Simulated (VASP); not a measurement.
Write the native input for VASP 6.6.1 that does the following.

```
Task                   : single point
Functional             : PBEsol
Potentials or basis    : VASP PAW PBE potentials, release 64 (Se)
Cutoff                 : 520 eV
k mesh                 : 8 × 8 × 8
Occupations            : fermi-dirac, width 0.05 eV
Spin                   : no spin polarisation
Dipole correction      : no
Further INCAR settings : ALGO = Normal; EDIFF = 1e-06; NBANDS = 9
```

The structure of Se lies in POSCAR:

```
Se
1.0
    2.6933174735      0.0000000000      0.0000000000
    0.0000000000      2.6933174735      0.0000000000
    0.0000000000      0.0000000000      2.6933174735
Se
1
Direct
    0.0000000000      0.0000000000      0.0000000000
```

The input as run:

INCAR

```
PREC = Accurate
ENCUT = 520
EDIFF = 1E-6
ISMEAR = -1
SIGMA = 0.05
LREAL = False
LASPH = True
NELM = 80
ALGO = Normal
ISIF = 2
LWAVE = False
LCHARG = True
GGA = PS
LELF = True
LVHAR = True
NBANDS = 9
```

KPOINTS

```
Automatic mesh
0
Gamma
  8 8 8
```

Potentials or basis: VASP PAW PBE potentials, release 64 (Se).

Run with:

```bash
$ cat potpaw_PBE.64/Se/POTCAR > POTCAR
$ mpirun -np 1 vasp_std > vasp.out
```

Results of the run:

The pressure is 11.5 GPa and the band gap on the k mesh is zero (band 3 reaches 9.91 eV, above the bottom of band 4 at 2.53 eV).

Caveat: the PAW data sets were made with another functional, which shifts forces and pressure a little.

Wall time 7.3 s on 1 thread of Intel Xeon 8259CL (shared host), peak memory 0.09 GiB.
